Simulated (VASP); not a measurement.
# HfGe (Pm-3m) in VASP: a series of runs

HfGe is run at these levels: revPBE, RPBE, PBEsol, HSE06, PBE; tasks: single point, relaxation of cell and atoms.

Everything below comes from runs of VASP 6.6.1. Logs are shortened: lines on timing, memory, paths and dates and some standing lists are left out, and cuts for length are marked.

### 1 The cell of the first run

The structure is cubic, space group Pm-3m (No. 221). The conventional cell has a = 3.501 Å, b = 3.501 Å, c = 3.501 Å, α = 90.00°, β = 90.00°, γ = 90.00°. Within 4.0 Å of Hf (site symmetry m-3m) lie 8 Ge at 3.03 Å and 6 Hf at 3.50 Å. Within 4.0 Å of Ge (site symmetry m-3m) lie 8 Hf at 3.03 Å and 6 Ge at 3.50 Å.

### 2 Single point, revPBE

File INCAR:

```
PREC     = Accurate       # precision mode
ENCUT    = 520            # plane-wave cutoff, eV
EDIFF    = 1E-6           # SCF threshold, eV
ISMEAR   = -1             # smearing method
SIGMA    = 0.05           # smearing width, eV
LREAL    = F              # projectors in reciprocal space
LASPH    = T              # aspherical terms in the spheres
NELM     = 80             # most SCF steps
ALGO     = Normal         # electronic algorithm
ISIF     = 2              # what is computed and relaxed
LWAVE    = F              # write WAVECAR
LCHARG   = F              # write CHGCAR
GGA      = RE             # functional
NBANDS   = 19             # bands
```

File KPOINTS:

```
Automatic mesh
0
Gamma
  8 8 8
```

File POSCAR:

```
HfGe
1.0
    3.5008378700      0.0000000000      0.0000000000
    0.0000000000      3.5008378700      0.0000000000
    0.0000000000      0.0000000000      3.5008378700
Hf Ge
1 1
Direct
    0.0000000000      0.0000000000      0.0000000000
    0.5000000000      0.5000000000      0.5000000000
```

Potentials or basis: VASP PAW PBE potentials, release 64 (Hf_pv, Ge_d).

Command:

```sh
cat potpaw_PBE.64/Hf_pv/POTCAR potpaw_PBE.64/Ge_d/POTCAR > POTCAR
mpirun -np 1 vasp_std > vasp.out
```

OUTCAR:

```text
PREC = Accurate
   ENCUT = 520
   EDIFF = 1E-6
   ISMEAR = -1
   LREAL = F
   LASPH = T
   NELM = 80
   ISIF = 2
   GGA = RE

 ion  position               nearest neighbor table
   1  0.000  0.000  0.000-   2 3.03   2 3.03   2 3.03   2 3.03   2 3.03   2 3.03   2 3.03   2 3.03

   2  0.500  0.500  0.500-   1 3.03   1 3.03   1 3.03   1 3.03   1 3.03   1 3.03   1 3.03   1 3.03

  LATTYP: Found a simple cubic cell.
 ALAT       =     3.5008378700

  Lattice vectors:

 A1 = (   3.5008378700,   0.0000000000,   0.0000000000)
 A2 = (   0.0000000000,   3.5008378700,   0.0000000000)
 A3 = (   0.0000000000,   0.0000000000,   3.5008378700)

Analysis of symmetry for initial positions (statically):
=====================================================================
 Subroutine PRICEL returns:
 Original cell was already a primitive cell.

 Routine SETGRP: Setting up the symmetry group for a
 simple cubic supercell.

 Subroutine GETGRP returns: Found 48 space group operations
[... 9 lines left out ...]

 Routine SETGRP: Setting up the symmetry group for a
 simple cubic supercell.

 Subroutine GETGRP returns: Found 48 space group operations
[... 11 lines left out ...]
                                     Primitive cell

  volume of cell :      42.9058

  direct lattice vectors                    reciprocal lattice vectors
     3.500837870  0.000000000  0.000000000     0.285645905  0.000000000  0.000000000
     0.000000000  3.500837870  0.000000000     0.000000000  0.285645905  0.000000000
     0.000000000  0.000000000  3.500837870     0.000000000  0.000000000  0.285645905

  length of vectors
     3.500837870  3.500837870  3.500837870     0.285645905  0.285645905  0.285645905

  position of ions in fractional coordinates (direct lattice)
     0.000000000  0.000000000  0.000000000
     0.500000000  0.500000000  0.500000000

  ion indices of the primitive-cell ions
   primitive index   ion index
                 1           1
                 2           2

----------------------------------------------------------------------------------------

 KPOINTS: Automatic mesh

Automatic generation of k-mesh.
 Grid dimensions read from file:
 generate k-points for:    8    8    8

 Generating k-lattice:

  Cartesian coordinates                     Fractional coordinates (reciprocal lattice)
     0.035705738  0.000000000  0.000000000     0.125000000  0.000000000  0.000000000
     0.000000000  0.035705738  0.000000000     0.000000000  0.125000000  0.000000000
     0.000000000  0.000000000  0.035705738     0.000000000  0.000000000  0.125000000

  Length of vectors
     0.035705738  0.035705738  0.035705738

  Shift w.r.t. Gamma in fractional coordinates (k-lattice)
     0.000000000  0.000000000  0.000000000

 Subroutine IBZKPT returns following result:
 ===========================================

 Found     35 irreducible k-points:

 Following reciprocal coordinates:
            Coordinates               Weight
  0.000000  0.000000  0.000000      1.000000
  0.125000  0.000000  0.000000      6.000000
  0.250000  0.000000  0.000000      6.000000
  0.375000  0.000000  0.000000      6.000000
  0.500000  0.000000  0.000000      3.000000
  0.125000  0.125000  0.000000     12.000000
[... 16 lines left out ...]
  0.375000  0.375000  0.125000     24.000000
  0.500000  0.375000  0.125000     24.000000
 [... further k-points ...]
   k-points           NKPTS =     35   k-points in BZ     NKDIM =     35   number of bands    NBANDS=     19
   number of dos      NEDOS =    301   number of ions     NIONS =      2
   total plane-waves  NPLWV =  21952
   dimension x,y,z NGX =    28 NGY =   28 NGZ =   28
   dimension x,y,z NGXF=    56 NGYF=   56 NGZF=   56
   ions per type =               1   1
   NGX,Y,Z   is equivalent  to a cutoff of  13.30, 13.30, 13.30 a.u.
   NGXF,Y,Z  is equivalent  to a cutoff of  26.59, 26.59, 26.59 a.u.
 SYSTEM =  unknown system
   PREC   = accura    normal or accurate (medium, high low for compatibility)
   ISTART =      0    job   : 0-new  1-cont  2-samecut
   ICHARG =      2    charge: 1-file 2-atom 10-const
   ISPIN  =      1    spin polarized calculation?
   LNONCOLLINEAR =      F non collinear calculations
   LSORBIT =      F    spin-orbit coupling
   LASPH  =      T    aspherical Exc in radial PAW
   ENCUT  =  520.0 eV  38.22 Ry    6.18 a.u.   6.51  6.51  6.51*2*pi/ulx,y,z
   NELM   =     80;   NELMIN=  2; NELMDL= -5     # of ELM steps
   EDIFF  = 0.1E-05   stopping-criterion for ELM
   LREAL  =      F    real-space projection
   EDIFFG = 0.1E-04   stopping-criterion for IOM
   NSW    =      0    number of steps for IOM
   IBRION =     -1    ionic relax: 0-MD 1-quasi-New 2-CG
   NFREE  =      0    steps in history (QN), initial steepest desc. (CG)
   ISIF   =      2    stress and relaxation
   ISYM   =      2    0-nonsym 1-usesym 2-fastsym
   POTIM  = 0.5000    time-step for ionic-motion
   TEBEG  =    0.0;   TEEND  =   0.0 temperature during run
   PSTRESS=    0.0 pullay stress
   NELECT =      24.0000    total number of electrons
   NUPDOWN=      -1.0000    fix difference up-down
   EMIN   =  10.00;   EMAX   =-10.00  energy-range for DOS
   EFERMI =   0.00;   METHOD = LEGACY
   ISMEAR =    -1;   SIGMA  =   0.05  broadening in eV -4-tet -1-fermi 0-gaus
   EFERMI_NEDOS =   21; number of points for ismear=-14 and -15
   IALGO  =     38    algorithm
   IMIX   =      4    mixing-type and parameters
     AMIX     =   0.40;   BMIX     =  1.00
     AMIX_MAG =   1.60;   BMIX_MAG =  1.00
  volume/ion in A,a.u.               =      21.45       144.77
  Fermi-wavevector in a.u.,A,eV,Ry     =   1.348880  2.549013 24.755483  1.819477
  Thomas-Fermi vector in A             =   2.476512
   LORBIT       =      0    0 simple, 1 ext, 2 COOP (PROOUT), +10 PAW based schemes
   GGA     = RE    functional components
   LHFCALC =     F    Hartree Fock is set to
   AEXX    =    0.0000 exact exchange contribution
   IVDW    =     0    specifies the selected vdW correction
   LEPSILON=     F    determine dielectric tensor
   LRPA    =     F    only Hartree local field effects (RPA)
 non-spin polarized calculation
  energy-cutoff  :      520.00
  volume of cell :       42.91
 maximum number of plane-waves:      1189
 NGX is ok and might be reduce to    28
   NGX = 13   NGY = 13   NGZ = 13

 number of electron      23.9999985 magnetization

 Free energy of the ion-electron system (eV)
  ---------------------------------------------------
  ext. energy  EPLUGINS =         0.00000000
  ---------------------------------------------------
  free energy    TOTEN  =       -14.14791512 eV

  energy without entropy =      -14.12031858  energy(sigma->0) =      -14.13411685

 E-fermi :   5.4827     XC(G=0): -11.0463

 val. band max:        5.4763098043   @ k =   0.5000   0.2500   0.1250
 cond. band min:       5.4928646098   @ k =   0.2500   0.1250   0.0000
 fundamental gap:      0.0165548055
 Fermi energy:         5.4827356241

 k-point     1 :       0.0000    0.0000    0.0000
  band No.  band energies     occupation
      1     -25.7022      2.00000
      2     -25.7022      2.00000
      3     -25.7022      2.00000
      4     -18.6497      2.00000
      5     -18.6497      2.00000
      6     -18.6424      2.00000
[... 11 lines left out ...]
     18       9.1674      0.00000
     19      16.0009      0.00000

 k-point     2 :       0.1250    0.0000    0.0000
  band No.  band energies     occupation
      1     -25.7259      2.00000
      2     -25.7003      2.00000
      3     -25.7003      2.00000
      4     -18.6494      2.00000
      5     -18.6463      2.00000
      6     -18.6428      2.00000
[... 11 lines left out ...]
     18      10.4153      0.00000
     19      15.0461      0.00000

 k-point     3 :       0.2500    0.0000    0.0000
  band No.  band energies     occupation
      1     -25.7828      2.00000
      2     -25.6958      2.00000
      3     -25.6958      2.00000
      4     -18.6489      2.00000
      5     -18.6438      2.00000
      6     -18.6438      2.00000
[... 11 lines left out ...]
     18      11.7983      0.00000
     19      13.5114      0.00000

 k-point     4 :       0.3750    0.0000    0.0000
  band No.  band energies     occupation
      1     -25.8389      2.00000
      2     -25.6912      2.00000
      3     -25.6912      2.00000
      4     -18.6484      2.00000
      5     -18.6448      2.00000
      6     -18.6448      2.00000
[... 11 lines left out ...]
     18      12.3026      0.00000
     19      12.3394      0.00000

 k-point     5 :       0.5000    0.0000    0.0000
  band No.  band energies     occupation
      1     -25.8620      2.00000
      2     -25.6894      2.00000
      3     -25.6894      2.00000
      4     -18.6482      2.00000
      5     -18.6452      2.00000
      6     -18.6452      2.00000
[... 11 lines left out ...]
     18      12.8606      0.00000
     19      12.8606      0.00000

 k-point     6 :       0.1250    0.1250    0.0000
  band No.  band energies     occupation
      1     -25.7251      2.00000
      2     -25.7226      2.00000
      3     -25.6984      2.00000
      4     -18.6477      2.00000
      5     -18.6445      2.00000
      6     -18.6434      2.00000
[... 11 lines left out ...]
     18      11.7372      0.00000
     19      15.0993      0.00000

 k-point     7 :       0.2500    0.1250    0.0000
  band No.  band energies     occupation
      1     -25.7803      2.00000
      2     -25.7188      2.00000
      3     -25.6938      2.00000
      4     -18.6467      2.00000
      5     -18.6449      2.00000
      6     -18.6444      2.00000
[... 11 lines left out ...]
     18      13.0156      0.00000
     19      14.1803      0.00000

 k-point     8 :       0.3750    0.1250    0.0000
  band No.  band energies     occupation
      1     -25.8360      2.00000
      2     -25.7138      2.00000
      3     -25.6891      2.00000
      4     -18.6464      2.00000
      5     -18.6461      2.00000
      6     -18.6454      2.00000
[... 256 lines left out ...]
 k-point    20 :       0.2500    0.2500    0.1250
  band No.  band energies     occupation
      1     -25.7739      2.00000
      2     -25.7695      2.00000
      3     -25.7115      2.00000
      4     -18.6478      2.00000
      5     -18.6459      2.00000
      6     -18.6445      2.00000
[... 11 lines left out ...]
     18      12.6033      0.00000
     19      15.4325      0.00000

 k-point    21 :       0.3750    0.2500    0.1250
  band No.  band energies     occupation
      1     -25.8261      2.00000
      2     -25.7656      2.00000
      3     -25.7064      2.00000
      4     -18.6507      2.00000
      5     -18.6468      2.00000
      6     -18.6454      2.00000
[... 11 lines left out ...]
     18      12.2368      0.00000
     19      14.8156      0.00000

 k-point    22 :       0.5000    0.2500    0.1250
  band No.  band energies     occupation
      1     -25.8484      2.00000
      2     -25.7632      2.00000
      3     -25.7043      2.00000
      4     -18.6520      2.00000
      5     -18.6471      2.00000
      6     -18.6457      2.00000
[... 11 lines left out ...]
     18      12.0392      0.00000
     19      13.9826      0.00000

 k-point    23 :       0.3750    0.3750    0.1250
  band No.  band energies     occupation
      1     -25.8202      2.00000
      2     -25.8180      2.00000
      3     -25.7012      2.00000
      4     -18.6538      2.00000
      5     -18.6481      2.00000
      6     -18.6471      2.00000
[... 11 lines left out ...]
     18      11.7867      0.00000
     19      14.8215      0.00000

 k-point    24 :       0.5000    0.3750    0.1250
  band No.  band energies     occupation
      1     -25.8410      2.00000
      2     -25.8162      2.00000
      3     -25.6990      2.00000
      4     -18.6550      2.00000
      5     -18.6484      2.00000
      6     -18.6481      2.00000
[... 11 lines left out ...]
     18      11.2939      0.00000
     19      14.6020      0.00000

 [... further k-points ...]
[... 5 lines left out ...]
  --------------------------------------------------------------------------------------
  -------------------------------------------------------------------------------------
  Total       -2.6842098     -2.6842098     -2.6842098     -0.0000000     -0.0000000      0.0000000
  in kB     -100.2330723   -100.2330723   -100.2330723     -0.0000000     -0.0000000      0.0000000
  external PRESSURE =    -100.2330723 kB  Pullay stress =       0.0000000 kB

 VOLUME and BASIS-vectors are now :
 -----------------------------------------------------------------------------
  energy-cutoff  :      520.00
  volume of cell :       42.91
      direct lattice vectors                 reciprocal lattice vectors
     3.500837870  0.000000000  0.000000000     0.285645905  0.000000000  0.000000000
     0.000000000  3.500837870  0.000000000     0.000000000  0.285645905  0.000000000
     0.000000000  0.000000000  3.500837870     0.000000000  0.000000000  0.285645905

 POSITION                                       TOTAL-FORCE (eV/Angst)
 -----------------------------------------------------------------------------------
      0.00000      0.00000      0.00000         0.000000      0.000000      0.000000
      1.75042      1.75042      1.75042         0.000000      0.000000      0.000000
 -----------------------------------------------------------------------------------
    total drift:                                0.000000      0.000000      0.000000

  FREE ENERGIE OF THE ION-ELECTRON SYSTEM (eV)
  ---------------------------------------------------
  free  energy   TOTEN  =       -14.1479151181 eV

  energy  without entropy=      -14.1203185810  energy(sigma->0) =      -14.13411685
```

Wall time 38 s (1 thread of Intel Xeon Platinum 8259CL at 2.50GHz (Skylake/Cascade Lake), shared host); peak memory 0.17 GiB.

Results:

```yaml
Free_energy: -14.1479 eV
Pressure: -10.0 GPa
Band_gap_on_the_k_mesh: zero (band 12 reaches 7.11 eV, above the bottom of band 13 at 5.13 eV)
```

Caveat: the PAW data sets were made with another functional, which shifts forces and pressure a little; spin-orbit coupling is left out, which moves the levels of the heavy elements.

### 3 Relaxation of cell and atoms, RPBE

File INCAR:

```
SYSTEM = HfGe
PREC = Accurate
ENCUT = 600
EDIFF = 1E-7
ISMEAR = -1
SIGMA = 0.05
LREAL = .False.
LASPH = .True.
NELM = 80
ALGO = Normal
ISIF = 3
LWAVE = .False.
LCHARG = .False.
GGA = RP
IBRION = 2
NSW = 60
EDIFFG = -0.01
```

File KPOINTS:

```
Automatic mesh
0
Gamma
  8 8 8
  0 0 0
```

POSCAR is that of step 2.

Potentials or basis: VASP PAW PBE potentials, release 64 (Hf_pv, Ge_d).

Command:

```sh
cat potpaw_PBE.64/Hf_pv/POTCAR potpaw_PBE.64/Ge_d/POTCAR > POTCAR
mpirun -np 1 vasp_std > vasp.out
```

It took 2.4 min on 1 thread of Intel Xeon Platinum 8259CL at 2.50GHz (Skylake/Cascade Lake), shared host; peak memory 0.18 GiB.

It converged, with:

- Free energy: -14.1605 eV
- Relaxed volume: 19.23 Å³/atom
- Relaxed cell: a = 3.376 Å, b = 3.376 Å, c = 3.376 Å, α = 90.00°, β = 90.00°, γ = 90.00°
- Space group after relaxing (to 0.05 Å): Pm-3m (No. 221)
- Energy gained by relaxing: 72.7 meV/atom
- Ionic steps: 5
- Pressure after relaxing: -0.1 GPa
- Band gap on the k mesh: zero (band 12 reaches 8.27 eV, above the bottom of band 13 at 6.00 eV)

The path:
```csv
step,energy change (eV),largest force (eV/Å),pressure (GPa),volume (Å³)
1,0.0000,0.0000,-9.46,42.91
2,-0.0584,0.0000,10.34,35.51
3,-0.1455,0.0000,-0.11,38.47
4,-0.1455,0.0000,0.13,38.38
5,-0.1455,0.0000,-0.08,38.46
```

Final structure:
```cif
data_structure
_symmetry_space_group_name_H-M 'P 1'
_symmetry_Int_Tables_number 1
_cell_length_a 3.3755
_cell_length_b 3.3755
_cell_length_c 3.3755
_cell_angle_alpha 90.000
_cell_angle_beta 90.000
_cell_angle_gamma 90.000
_cell_volume 38.46
loop_
_atom_site_label
_atom_site_type_symbol
_atom_site_fract_x
_atom_site_fract_y
_atom_site_fract_z
_atom_site_occupancy
Hf1 Hf 0.00000 0.00000 0.00000 1
Ge1 Ge 0.50000 0.50000 0.50000 1
```

Levels at points of the mesh, in eV from the Fermi level:
```
           k point  band 9  band 10  band 11  band 12  band 13  band 14  band 15  band 16
(0.00, 0.00, 0.00)  -11.34    -1.44    -1.44     1.84     1.84     1.84     3.52     3.52
(0.50, 0.00, 0.00)   -8.75    -6.30    -0.55    -0.42    -0.42     3.83     4.95     6.47
(0.50, 0.50, 0.00)   -8.28    -2.98    -2.98    -1.84     1.63     1.63     3.98     4.01
(0.50, 0.50, 0.50)   -5.77    -4.25    -4.25    -4.25     3.58     3.58     3.58     5.45
```

Caveat: the PAW data sets were made with another functional, which shifts forces and pressure a little; spin-orbit coupling is left out, which moves the levels of the heavy elements.

### 4 Single point, PBEsol, non-collinear spin, zero start, spin-orbit coupling

File INCAR:

```
SYSTEM = HfGe
PREC = Accurate ; ENCUT = 520
EDIFF = 1E-7 ; ISMEAR = -1
SIGMA = 0.05 ; LREAL = .FALSE.
LASPH = .TRUE. ; NELM = 150
ALGO = Normal ; ISIF = 2
LWAVE = .FALSE. ; LCHARG = .TRUE.
MAGMOM = 0 0 0 0 0 0 ; LORBIT = 11
LSORBIT = .TRUE. ; GGA_COMPAT = .FALSE.
LORBMOM = .TRUE. ; LMAXMIX = 4
GGA = PS ; LVHAR = .TRUE.
NBANDS = 36
```

File KPOINTS:

```
Automatic mesh
0
G
  6 6 6
  0 0 0
```

POSCAR is that of step 3.

Command:

```sh
cat potpaw_PBE.64/Hf_pv/POTCAR potpaw_PBE.64/Ge_d/POTCAR > POTCAR
mpirun -np 1 vasp_ncl > vasp.out
```

It took 2 min on 1 thread of Intel Xeon Platinum 8259CL at 2.50GHz (Skylake/Cascade Lake), shared host; peak memory 0.26 GiB.

It converged, with:

```yaml
Free_energy: -16.4784 eV
Pressure: -15.9 GPa
Net_moment: 0.00 μB per cell
Valence_electrons_inside_the_program's_atomic_spheres: Hf 8.11; Ge 12.27
```

Moments on the atoms (μB; x, y, z):
```
Hf  0.00 0.00 0.00
Ge  0.00 0.00 0.00
```

Caveat: the PAW data sets were made with another functional, which shifts forces and pressure a little.

[end of part 1 of 2]
